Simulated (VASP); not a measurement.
Wanted: the native input for a VASP 6.6.1 run.

```
Task                   : single point
Functional             : r2SCAN
Potentials or basis    : VASP PAW PBE potentials, release 64 (Sc_sv, Al)
Cutoff                 : 520 eV
k mesh                 : 10 × 10 × 10
Occupations            : gaussian, width 0.1 eV
Spin                   : no spin polarisation
Dipole correction      : no
Further INCAR settings : ALGO = Normal; EDIFF = 1e-06; NBANDS = 18
```

ScAl3:

```
Sc Al
1.0
     4.08554    0.00000    0.00000
     0.00000    4.08554    0.00000
     0.00000    0.00000    4.08554
Sc Al
1 3
Cartesian
  0.0000 0.0000 0.0000
  2.0428 0.0000 2.0428
  0.0000 2.0428 2.0428
  2.0428 2.0428 0.0000
```

The input as run:

POSCAR

```
ScAl3
1.0
    4.0855365686      0.0000000000      0.0000000000
    0.0000000000      4.0855365686      0.0000000000
    0.0000000000      0.0000000000      4.0855365686
Sc Al
1 3
Direct
    0.0000000000      0.0000000000      0.0000000000
    0.5000000000      0.0000000000      0.5000000000
    0.0000000000      0.5000000000      0.5000000000
    0.5000000000      0.5000000000      0.0000000000
```

INCAR.step1

```
PREC = Accurate
ENCUT = 520
ISMEAR = 0
SIGMA = 0.1
LREAL = F
LASPH = T
NELM = 60
NBANDS = 18
GGA = PE
ALGO = Normal
EDIFF = 1E-4
LWAVE = T
LCHARG = F
```

INCAR.step2

```
PREC = Accurate
ENCUT = 520
EDIFF = 1E-6
ISMEAR = 0
SIGMA = 0.1
LREAL = F
LASPH = T
NELM = 60
ALGO = Normal
ISIF = 2
LWAVE = F
LCHARG = F
METAGGA = R2SCAN
LMIXTAU = T
NBANDS = 18
ISTART = 1
```

KPOINTS

```
Automatic mesh
0
Gamma
  10 10 10
```

Potentials or basis: VASP PAW PBE potentials, release 64 (Sc_sv, Al).

The run is started by

```sh
$ cat potpaw_PBE.64/Sc_sv/POTCAR potpaw_PBE.64/Al/POTCAR > POTCAR
$ cp INCAR.step1 INCAR
$ mpirun -np 1 vasp_std > vasp.out
$ cp INCAR.step2 INCAR
$ mpirun -np 1 vasp_std > vasp.out
```

Results of the run:

| Quantity | Value |
| --- | --- |
| Pressure | 0.0 GPa |
| Band gap on the k mesh | zero (band 10 reaches 8.30 eV, above the bottom of band 11 at 4.05 eV) |

Caveat: the PAW data sets were made with another functional, which shifts forces and pressure a little.

It took 2.6 min on 1 thread of Oxide Virtual Turin-like Processor, on a shared host, peak memory 0.18 GiB.
